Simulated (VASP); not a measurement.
Set up this calculation in VASP 6.6.1, as the native input.

```yaml
Task: electric field gradients
Functional: PBE
Potentials_or_basis: VASP PAW PBE potentials, release 64 (Mg, S)
Cutoff: 520 eV
k_mesh: 8 × 8 × 8
Occupations: fermi-dirac, width 0.01 eV
Spin: no spin polarisation
Dipole_correction: no
Further_INCAR_settings: ALGO = Normal; EDIFF = 1e-08; NBANDS = 11
```

The structure of MgS lies in POSCAR:

```
MgS
1.0
    0.0000000000      2.5841887356      2.5841887356
    2.5841887356      0.0000000000      2.5841887356
    2.5841887356      2.5841887356      0.0000000000
Mg S
1 1
Direct
    0.0000000000      0.0000000000      0.0000000000
    0.5000000000      0.5000000000      0.5000000000
```

This cell differs from its parent crystal: volume scaled by 0.98.

The input as run:

INCAR

```
  PREC = Accurate
  ENCUT = 520
  EDIFF = 1E-8
  ISMEAR = -1
  SIGMA = 0.01
  LREAL = False
  LASPH = True
  NELM = 100
  ALGO = Normal
  ISIF = 2
  LWAVE = False
  LCHARG = False
  GGA = PE
  LEFG = True
  NBANDS = 11
```

KPOINTS

```
regular mesh
0
Gamma
  8 8 8
```

Potentials or basis: VASP PAW PBE potentials, release 64 (Mg, S).

Launch:

```bash
$ cat potpaw_PBE.64/Mg/POTCAR potpaw_PBE.64/S/POTCAR > POTCAR
$ mpirun -np 1 vasp_std > vasp.out
```

Results of the run:

| Property | Result |
| --- | --- |
| Pressure | 2.5 GPa |
| Band gap on the k mesh | 2.82 eV, indirect (least direct gap 3.87 eV) |

Caveat: without QUAD_EFG the Cq values of the log hold for a quadrupole moment of 1 mb, not for the nuclei.

It took 16 s on 1 thread of Intel(R) Xeon(R) Platinum 8259CL CPU @ 2.50GHz (Skylake/Cascade Lake) (shared host), peak memory 0.16 GiB.
